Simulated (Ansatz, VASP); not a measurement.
One calculation of HfN, two programs

Contents of INCAR:

```
PREC     = Accurate       # precision mode
ENCUT    = 520            # plane-wave cutoff, eV
EDIFF    = 1E-6           # SCF threshold, eV
ISMEAR   = -5             # smearing method
SIGMA    = 0.1            # smearing width, eV
LREAL    = F              # projectors in reciprocal space
LASPH    = T              # aspherical terms in the spheres
NELM     = 60             # most SCF steps
ALGO     = Normal         # electronic algorithm
ISIF     = 2              # what is computed and relaxed
LWAVE    = F              # write WAVECAR
LCHARG   = F              # write CHGCAR
ISYM     = 0            
NBANDS   = 14             # bands
```

The input KPOINTS:

```
Automatic mesh
0
Gamma
  9 9 9
```

Contents of POSCAR:

```
HfN
1.0
    0.0000000000      2.2560000000      2.2560000000
    2.2560000000      0.0000000000      2.2560000000
    2.2560000000      2.2560000000      0.0000000000
Hf N
1 1
Direct
   -0.0300000000     -0.0300000000      0.0300000000
    0.5300000000      0.5300000000      0.4700000000
```

Input for Ansatz:

```yaml
crystal:
  lattice:
    - [0.0, 2.256, 2.256]
    - [2.256, 0.0, 2.256]
    - [2.256, 2.256, 0.0]
  atoms:
    - { symbol: Hf, position: [-0.03, -0.03, 0.03] }
    - { symbol: "N", position: [0.53, 0.53, 0.47] }
  symmetry: { detect: false }
kpoints:
  mp_grid: { grid: [9, 9, 9] }
scf:
  occupations: { method: tetrahedron }
hamiltonian:
  xc: lda
  pseudopotentials: { kind: all_electron, lapw: { basis_error: 0.001 } }
output:
  forces: true
  stress: true
  eigenvalues: true
  populations: true
```

Alike in both runs: task single point; functional LDA; k mesh 9 × 9 × 9; occupations tetrahedron; no spin polarisation.

```csv
,VASP,Ansatz
version,VASP 6.6.1,Ansatz 0.2.0
potentials or method,"VASP PAW LDA potentials, release 64 (Hf_pv, N), cutoff 520 eV","all-electron LAPW, scalar-relativistic"
```

|  | VASP | Ansatz | Ansatz less VASP |
| --- | --- | --- | --- |
| gap on the k mesh at the Fermi level (eV) | none | none | - |
| pressure (GPa) | 0.8 | 1.9 | +1.04 |
| traceless stress, the component that is largest in VASP (GPa) | 19.50 | 19.55 | +0.045 |
| rms of the force components (eV/Å) | 2.006 | 1.979 | -0.0273 |

LDA's correlation is that of Perdew and Zunger in VASP and of Perdew and Wang (1992) in Ansatz. Atom by atom the forces differ by 0.027 eV/Å (rms over components). A gap of «none» marks a metal or a gap that the smearing closes. Ansatz ran all-electron here, and VASP with PAW potentials. Ansatz's warnings: band table not solved further, tetrahedron derivatives may miss energy slope.

Spin-orbit coupling is off throughout.
